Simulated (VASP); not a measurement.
The system is CdF2.

```
Cd F
1.0
     0.00000    2.69400    2.69400
     2.69400    0.00000    2.69400
     2.69400    2.69400    0.00000
Cd F
1 2
Direct
  0.00000 0.00000 0.00000
  0.75000 0.75000 0.75000
  0.25000 0.25000 0.25000
```

| Item | Value |
| --- | --- |
| Program | VASP 6.6.1 |
| Task | relaxation of cell and atoms |
| Functional | revPBE |
| Dispersion | D3(BJ) |
| Potentials or basis | VASP PAW PBE potentials, release 64 (Cd, F) |
| Cutoff | 600 eV |
| k mesh | 9 × 9 × 9 |
| Occupations | fermi-dirac, width 0.05 eV |
| Spin | no spin polarisation |

At the start: pressure 5.6 GPa; volume 13.03 Å³/atom.

Question: Where does the relaxation end?

Answer: Over 3 steps the energy falls by 11.8 meV/atom and the volume is 13.74 Å³/atom (+5.4 %); space group Fm-3m (No. 225, to 0.1 Å) before and after.

The path:
```
step  energy change (eV)  largest force (eV/Å)  pressure (GPa)  volume (Å³)
   1              0.0000                0.0000            5.59        39.10
   2             -0.0337                0.0000           -1.07        41.74
   3             -0.0353                0.0000            0.02        41.23
```

Final structure:
```
CELL_PARAMETERS angstrom
0.00000 2.74206 2.74206
2.74206 0.00000 2.74206
2.74206 2.74206 0.00000
ATOMIC_POSITIONS crystal
Cd 0.00000 0.00000 0.00000
F 0.75000 0.75000 0.75000
F 0.25000 0.25000 0.25000
```

Caveat: the PAW data sets were made with another functional, which shifts forces and pressure a little.
